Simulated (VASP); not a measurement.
## TiCo: relaxation of cell and atoms with LDA

Crystal: TiCo.

```
CELL_PARAMETERS angstrom
2.93549 0.00000 0.00000
0.00000 2.93549 0.00000
0.00000 0.00000 2.93549
ATOMIC_POSITIONS crystal
Co 0.50000 0.50000 0.50000
Ti 0.00000 0.00000 0.00000
```

```yaml
Program: VASP 6.6.1
Task: relaxation of cell and atoms
Functional: LDA
Potentials_or_basis: VASP PAW LDA potentials, release 64 (Co, Ti_sv)
Cutoff: 410 eV
k_mesh: 10 × 10 × 10
Occupations: gaussian, width 0.07 eV
Spin: collinear spin, ferromagnetic start
Starting_moments: "[2.0, 1.0] μB"
Tolerance_level: screening
Purpose: cell
Passes: 2
Further_INCAR_settings: ALGO = Normal; EDIFF = 1e-06
```

| Item | Value |
| --- | --- |
| Relaxed volume | 12.16 Å³/atom |
| Relaxed cell | a = 2.897 Å, b = 2.897 Å, c = 2.897 Å, α = 90.00°, β = 90.00°, γ = 90.00° |
| Space group after relaxing (to 0.1 Å) | Pm-3m (No. 221) |
| Energy gained by relaxing | 9.9 meV/atom |
| Ionic steps | 6 |
| Pressure after relaxing | 0.0 GPa |
| Net moment | 0.00 μB per cell |
| Valence electrons inside the program's atomic spheres | Co 8.48; Ti 10.44 |

Step by step:
```tsv
step	energy change (eV)	largest force (eV/Å)	pressure (GPa)	volume (Å³)
1	0.0000	0.0000	-7.76	25.30
2	0.0194	0.0000	12.13	23.12
3	-0.0243	0.0000	-0.04	24.33
4	-0.0197	0.0000	-0.19	24.33
5	-0.0197	0.0000	0.22	24.28
6	-0.0197	0.0000	0.02	24.31
```

Final structure:
```
Co Ti
1.0
     2.89697    0.00000    0.00000
     0.00000    2.89697    0.00000
     0.00000    0.00000    2.89697
Co Ti
1 1
Direct
  0.50000 0.50000 0.50000
  0.00000 0.00000 0.00000
```

Levels at points of the mesh, in eV from the Fermi level:
Spin up:
```tsv
k point	band 8	band 9	band 10	band 11	band 12	band 13
(0.00, 0.00, 0.00)	-1.67	-1.67	-1.67	0.78	0.78	2.99
(0.50, 0.00, 0.00)	-1.74	-1.74	-1.19	-1.03	0.16	0.61
(0.50, 0.50, 0.00)	-2.75	-0.72	-0.21	0.85	0.85	1.29
(0.50, 0.50, 0.50)	-2.40	-2.40	-2.40	-0.69	-0.69	3.43
```
Spin down:
| k point | band 7 | band 8 | band 9 | band 10 | band 11 | band 12 | band 13 | band 14 |
| --- | --- | --- | --- | --- | --- | --- | --- | --- |
| (0.00, 0.00, 0.00) | -4.31 | -1.67 | -1.67 | -1.67 | 0.78 | 0.78 | 2.99 | 2.99 |
| (0.50, 0.00, 0.00) | -2.74 | -1.74 | -1.74 | -1.19 | -1.03 | 0.16 | 0.61 | 0.61 |
| (0.50, 0.50, 0.00) | -2.75 | -2.75 | -0.72 | -0.21 | 0.85 | 0.85 | 1.29 | 2.84 |
| (0.50, 0.50, 0.50) | -2.67 | -2.40 | -2.40 | -2.40 | -0.69 | -0.69 | 3.43 | 3.43 |

Run time: 25 s on 8 MPI ranks on AMD EPYC 7R13 Processor (Zen 3), on a shared host, peak memory 0.13 GiB a rank.
